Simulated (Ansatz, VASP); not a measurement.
## Sr3Bi: VASP beside Ansatz

```
Sr Bi
1.0
     5.63213    0.00000    0.00000
    -2.81607    4.87757    0.00000
     0.00000    0.00000    4.77690
Sr Bi
3 1
Direct
  0.70643 0.00000 0.50000
  0.00000 0.70643 0.50000
  0.29357 0.29357 0.50000
  0.00000 0.00000 0.00000
```

Alike in both runs: task relaxation of cell and atoms; functional PBE; k mesh 6 × 6 × 4; occupations gaussian, width 0.1 eV; no spin polarisation.

|  | VASP | Ansatz |
| --- | --- | --- |
| version | VASP 6.6.1 | Ansatz 0.2.0 |
| potentials or method | VASP PAW PBE potentials, release 64 (Sr_sv, Bi_d), cutoff 600 eV | scalar-relativistic, plane waves, PAW |
| valence electrons in the cell | 45 | 45 |

```tsv
	VASP	Ansatz	Ansatz less VASP
gap on the k mesh at the Fermi level, each at its own relaxed structure (eV)	none	none	-
relaxed volume (Å³/atom)	56.16	56.35	+0.191
relaxed length of the cell vector where the two differ most in proportion (Å)	4.597	4.624	+0.0261
```

A gap of «none» marks a metal or a gap that the smearing closes.

Spin-orbit coupling is off throughout. Noted on VASP's run: the volume moved by over 15 % at a fixed basis, so the end points are rough.
